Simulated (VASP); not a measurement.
# CdSe (F-43m) in VASP: further runs

CdSe is run at these levels: r2SCAN, PBE; tasks: single point.

Everything below comes from runs of VASP 6.6.1. Logs are shortened: lines on timing, memory, paths and dates and some standing lists are left out, and cuts for length are marked.

### 1 The cell of the first run

Symmetry: F-43m, No. 216, cubic system. Conventional cell: a = 6.105 Å, b = 6.105 Å, c = 6.105 Å, α = 90.00°, β = 90.00°, γ = 90.00°. Cd (site symmetry -43m) has 4 Se at 2.64 Å within 3.5 Å. Within 3.5 Å of Se (site symmetry -43m) lie 4 Cd at 2.64 Å.

### 2 Single point, r2SCAN (strain -0.5%)

The input, POSCAR:

```
CdSe
1.0
    0.0000000000      3.0527488383      3.0527488383
    3.0527488383      0.0000000000      3.0527488383
    3.0527488383      3.0527488383      0.0000000000
Cd Se
1 1
Direct
    0.0000000000      0.0000000000      0.0000000000
    0.2500000000      0.2500000000      0.2500000000
```

The input, INCAR.step1:

```
ALGO = Normal ; EDIFF = 1E-4
ENCUT = 520 ; GGA = PE
ISMEAR = 0 ; LASPH = T
LCHARG = F ; LREAL = F
LWAVE = T ; NBANDS = 16
NELM = 100 ; PREC = Accurate
SIGMA = 0.01
```

The input, INCAR.step2:

```
ALGO = Normal ; EDIFF = 1E-6
ENCUT = 520 ; ISIF = 2
ISMEAR = 0 ; ISTART = 1
LASPH = T ; LCHARG = T
LELF = T ; LMIXTAU = T
LREAL = F ; LVHAR = T
LWAVE = F ; METAGGA = R2SCAN
NBANDS = 16 ; NELM = 100
PREC = Accurate ; SIGMA = 0.01
```

The input, KPOINTS:

```
k-points
0
Gamma
  8 8 8
```

Potentials or basis: VASP PAW PBE potentials, release 64 (Cd, Se).

The run is started by

```
cat potpaw_PBE.64/Cd/POTCAR potpaw_PBE.64/Se/POTCAR > POTCAR
cp INCAR.step1 INCAR
mpirun -np 1 vasp_std > vasp.out
cp INCAR.step2 INCAR
mpirun -np 1 vasp_std > vasp.out
```

OUTCAR:

```text
EDIFF = 1E-6
   ENCUT = 520
   ISIF = 2
   ISMEAR = 0
   ISTART = 1
   LASPH = T
   LREAL = F
   METAGGA = R2SCAN
   NELM = 100
   PREC = Accurate

 ion  position               nearest neighbor table
   1  0.000  0.000  0.000-   2 2.64   2 2.64   2 2.64   2 2.64
   2  0.250  0.250  0.250-   1 2.64   1 2.64   1 2.64   1 2.64

  LATTYP: Found a face centered cubic cell.
 ALAT       =     6.1054976766

  Lattice vectors:

 A1 = (   0.0000000000,   3.0527488383,   3.0527488383)
 A2 = (   3.0527488383,   0.0000000000,   3.0527488383)
 A3 = (   3.0527488383,   3.0527488383,   0.0000000000)

Analysis of symmetry for initial positions (statically):
=====================================================================
 Subroutine PRICEL returns:
 Original cell was already a primitive cell.

 Routine SETGRP: Setting up the symmetry group for a
 face centered cubic supercell.

 Subroutine GETGRP returns: Found 24 space group operations
 (whereof 24 operations were pure point group operations)
 out of a pool of 48 trial point group operations.

The static configuration has the point symmetry T_d .

Analysis of symmetry for dynamics (positions and initial velocities):
=====================================================================
 Subroutine PRICEL returns:
 Original cell was already a primitive cell.

 Routine SETGRP: Setting up the symmetry group for a
 face centered cubic supercell.

 Subroutine GETGRP returns: Found 24 space group operations
 (whereof 24 operations were pure point group operations)
 out of a pool of 48 trial point group operations.

The dynamic configuration has the point symmetry T_d .

 Subroutine INISYM returns: Found 24 space group operations
 (whereof 24 operations are pure point group operations),
 and found     1 'primitive' translations

----------------------------------------------------------------------------------------

                                     Primitive cell

  volume of cell :      56.8988

  direct lattice vectors                    reciprocal lattice vectors
     0.000000000  3.052748838  3.052748838    -0.163786812  0.163786812  0.163786812
     3.052748838  0.000000000  3.052748838     0.163786812 -0.163786812  0.163786812
     3.052748838  3.052748838  0.000000000     0.163786812  0.163786812 -0.163786812

  length of vectors
     4.317238810  4.317238810  4.317238810     0.283687080  0.283687080  0.283687080

  position of ions in fractional coordinates (direct lattice)
     0.000000000  0.000000000  0.000000000
     0.250000000  0.250000000  0.250000000

  ion indices of the primitive-cell ions
   primitive index   ion index
                 1           1
                 2           2

----------------------------------------------------------------------------------------

 KPOINTS: k-points

Automatic generation of k-mesh.
 Grid dimensions read from file:
 generate k-points for:    8    8    8

 Generating k-lattice:

  Cartesian coordinates                     Fractional coordinates (reciprocal lattice)
    -0.020473351  0.020473351  0.020473351     0.125000000  0.000000000  0.000000000
     0.020473351 -0.020473351  0.020473351     0.000000000  0.125000000  0.000000000
     0.020473351  0.020473351 -0.020473351     0.000000000  0.000000000  0.125000000

  Length of vectors
     0.035460885  0.035460885  0.035460885

  Shift w.r.t. Gamma in fractional coordinates (k-lattice)
     0.000000000  0.000000000  0.000000000

 Subroutine IBZKPT returns following result:
 ===========================================

 Found     29 irreducible k-points:

 Following reciprocal coordinates:
            Coordinates               Weight
  0.000000  0.000000  0.000000      1.000000
  0.125000  0.000000  0.000000      8.000000
  0.250000  0.000000  0.000000      8.000000
  0.375000  0.000000  0.000000      8.000000
  0.500000  0.000000  0.000000      4.000000
  0.125000  0.125000  0.000000      6.000000
[... 16 lines left out ...]
  0.500000  0.250000  0.125000     48.000000
 -0.375000  0.250000  0.125000     24.000000
 [... further k-points ...]
   k-points           NKPTS =     29   k-points in BZ     NKDIM =     29   number of bands    NBANDS=     16
   number of dos      NEDOS =    301   number of ions     NIONS =      2
   total plane-waves  NPLWV =  32768
   dimension x,y,z NGX =    32 NGY =   32 NGZ =   32
   dimension x,y,z NGXF=    64 NGYF=   64 NGZF=   64
   ions per type =               1   1
   NGX,Y,Z   is equivalent  to a cutoff of  12.32, 12.32, 12.32 a.u.
   NGXF,Y,Z  is equivalent  to a cutoff of  24.64, 24.64, 24.64 a.u.
 SYSTEM =  unknown system
   PREC   = accura    normal or accurate (medium, high low for compatibility)
   ISTART =      1    job   : 0-new  1-cont  2-samecut
   ICHARG =      0    charge: 1-file 2-atom 10-const
   ISPIN  =      1    spin polarized calculation?
   LNONCOLLINEAR =      F non collinear calculations
   LSORBIT =      F    spin-orbit coupling
   LASPH  =      T    aspherical Exc in radial PAW
   ENCUT  =  520.0 eV  38.22 Ry    6.18 a.u.   8.03  8.03  8.03*2*pi/ulx,y,z
   NELM   =    100;   NELMIN=  2; NELMDL=  0     # of ELM steps
   EDIFF  = 0.1E-05   stopping-criterion for ELM
   LREAL  =      F    real-space projection
   EDIFFG = 0.1E-04   stopping-criterion for IOM
   NSW    =      0    number of steps for IOM
   IBRION =     -1    ionic relax: 0-MD 1-quasi-New 2-CG
   NFREE  =      0    steps in history (QN), initial steepest desc. (CG)
   ISIF   =      2    stress and relaxation
   ISYM   =      2    0-nonsym 1-usesym 2-fastsym
   POTIM  = 0.5000    time-step for ionic-motion
   TEBEG  =    0.0;   TEEND  =   0.0 temperature during run
   PSTRESS=    0.0 pullay stress
   NELECT =      18.0000    total number of electrons
   NUPDOWN=      -1.0000    fix difference up-down
   EMIN   =  10.00;   EMAX   =-10.00  energy-range for DOS
   EFERMI =   0.00;   METHOD = LEGACY
   ISMEAR =     0;   SIGMA  =   0.01  broadening in eV -4-tet -1-fermi 0-gaus
   EFERMI_NEDOS =   21; number of points for ismear=-14 and -15
   IALGO  =     38    algorithm
   IMIX   =      4    mixing-type and parameters
     AMIX     =   0.40;   BMIX     =  1.00
     AMIX_MAG =   1.60;   BMIX_MAG =  1.00
  volume/ion in A,a.u.               =      28.45       191.99
  Fermi-wavevector in a.u.,A,eV,Ry     =   1.115487  2.107965 16.929889  1.244312
  Thomas-Fermi vector in A             =   2.252092
   LORBIT       =      0    0 simple, 1 ext, 2 COOP (PROOUT), +10 PAW based schemes
   METAGGA = R2SCAN    functional components
   LHFCALC =     F    Hartree Fock is set to
   AEXX    =    0.0000 exact exchange contribution
   IVDW    =     0    specifies the selected vdW correction
   LEPSILON=     F    determine dielectric tensor
   LRPA    =     F    only Hartree local field effects (RPA)
 non-spin polarized calculation
 Gauss-broadening in eV      SIGMA  =   0.01
  energy-cutoff  :      520.00
  volume of cell :       56.90
 maximum number of plane-waves:      1543
   NGX = 17   NGY = 17   NGZ = 17

 number of electron      18.0000006 magnetization

 Free energy of the ion-electron system (eV)
  ---------------------------------------------------
  ext. energy  EPLUGINS =         0.00000000
  ---------------------------------------------------
  free energy    TOTEN  =       -35.91269703 eV

  energy without entropy =      -35.91269703  energy(sigma->0) =      -35.91269703

 E-fermi :   0.6757     XC(G=0):  -9.3733

 val. band max:        0.5529876516   @ k =   0.0000   0.0000   0.0000
 cond. band min:       1.6136986411   @ k =   0.0000   0.0000   0.0000
 fundamental gap:      1.0607109895
 Fermi energy:         0.6757389569

 k-point     1 :       0.0000    0.0000    0.0000
  band No.  band energies     occupation
      1     -12.4016      2.00000
      2      -7.5755      2.00000
      3      -7.5755      2.00000
      4      -7.5755      2.00000
      5      -7.1862      2.00000
      6      -7.1862      2.00000
[... 8 lines left out ...]
     15      12.1793      0.00000
     16      12.1793      0.00000

 k-point     2 :       0.1250    0.0000    0.0000
  band No.  band energies     occupation
      1     -12.3482      2.00000
      2      -7.5580      2.00000
      3      -7.5580      2.00000
      4      -7.5243      2.00000
      5      -7.1870      2.00000
      6      -7.1870      2.00000
[... 8 lines left out ...]
     15      11.3789      0.00000
     16      11.5686      0.00000

 k-point     3 :       0.2500    0.0000    0.0000
  band No.  band energies     occupation
      1     -12.2179      2.00000
      2      -7.5194      2.00000
      3      -7.5194      2.00000
      4      -7.3533      2.00000
      5      -7.1838      2.00000
      6      -7.1838      2.00000
[... 8 lines left out ...]
     15      11.1384      0.00000
     16      11.1384      0.00000

 k-point     4 :       0.3750    0.0000    0.0000
  band No.  band energies     occupation
      1     -12.0862      2.00000
      2      -7.4880      2.00000
      3      -7.4880      2.00000
      4      -7.1715      2.00000
      5      -7.1715      2.00000
      6      -7.0708      2.00000
[... 8 lines left out ...]
     15      12.0842      0.00000
     16      12.0842      0.00000
[... 324 lines left out ...]
 k-point    22 :       0.3750    0.2500    0.1250
  band No.  band energies     occupation
      1     -12.1215      2.00000
      2      -7.4766      2.00000
      3      -7.4561      2.00000
      4      -7.2976      2.00000
      5      -7.1767      2.00000
      6      -7.1400      2.00000
[... 8 lines left out ...]
     15      12.6746      0.00000
     16      13.8393      0.00000

 k-point    23 :       0.5000    0.2500    0.1250
  band No.  band energies     occupation
      1     -12.0170      2.00000
      2      -7.4454      2.00000
      3      -7.4286      2.00000
      4      -7.2308      2.00000
      5      -7.1640      2.00000
      6      -6.9471      2.00000
[... 8 lines left out ...]
     15      13.0774      0.00000
     16      13.7147      0.00000

 k-point    24 :      -0.3750    0.2500    0.1250
  band No.  band energies     occupation
      1     -11.9738      2.00000
      2      -7.4386      2.00000
      3      -7.4164      2.00000
      4      -7.2051      2.00000
      5      -7.1698      2.00000
      6      -6.8037      2.00000
[... 8 lines left out ...]
     15      12.7821      0.00000
     16      13.8004      0.00000

 [... further k-points ...]
[... 5 lines left out ...]
  --------------------------------------------------------------------------------------
  -------------------------------------------------------------------------------------
  Total        0.3508745      0.3508745      0.3508745      0.0000000     -0.0000000     -0.0000000
  in kB        9.8800496      9.8800496      9.8800496      0.0000000     -0.0000000     -0.0000000
  external PRESSURE =       9.8800496 kB  Pullay stress =       0.0000000 kB

 VOLUME and BASIS-vectors are now :
 -----------------------------------------------------------------------------
  energy-cutoff  :      520.00
  volume of cell :       56.90
      direct lattice vectors                 reciprocal lattice vectors
     0.000000000  3.052748838  3.052748838    -0.163786812  0.163786812  0.163786812
     3.052748838  0.000000000  3.052748838     0.163786812 -0.163786812  0.163786812
     3.052748838  3.052748838  0.000000000     0.163786812  0.163786812 -0.163786812

 POSITION                                       TOTAL-FORCE (eV/Angst)
 -----------------------------------------------------------------------------------
      0.00000      0.00000      0.00000        -0.000000     -0.000000     -0.000000
      1.52637      1.52637      1.52637         0.000000      0.000000      0.000000
 -----------------------------------------------------------------------------------
    total drift:                               -0.000002     -0.000002     -0.000002

  FREE ENERGIE OF THE ION-ELECTRON SYSTEM (eV)
  ---------------------------------------------------
  free  energy   TOTEN  =       -35.9126970257 eV

  energy  without entropy=      -35.9126970257  energy(sigma->0) =      -35.91269703
```

Run time: 64 s. Hardware: 1 thread of Intel Xeon Platinum 8488C (Sapphire Rapids), shared host; peak memory 0.19 GiB.

What came out:

| Item | Value |
| --- | --- |
| Free energy | -35.9127 eV |
| Pressure | 1.0 GPa |
| Band gap on the k mesh | 1.06 eV, direct |

Caveat: the cell differs from its parent crystal (strain -0.5%); the PAW data sets were made with another functional, which shifts forces and pressure a little.

[end of part 1 of 2]
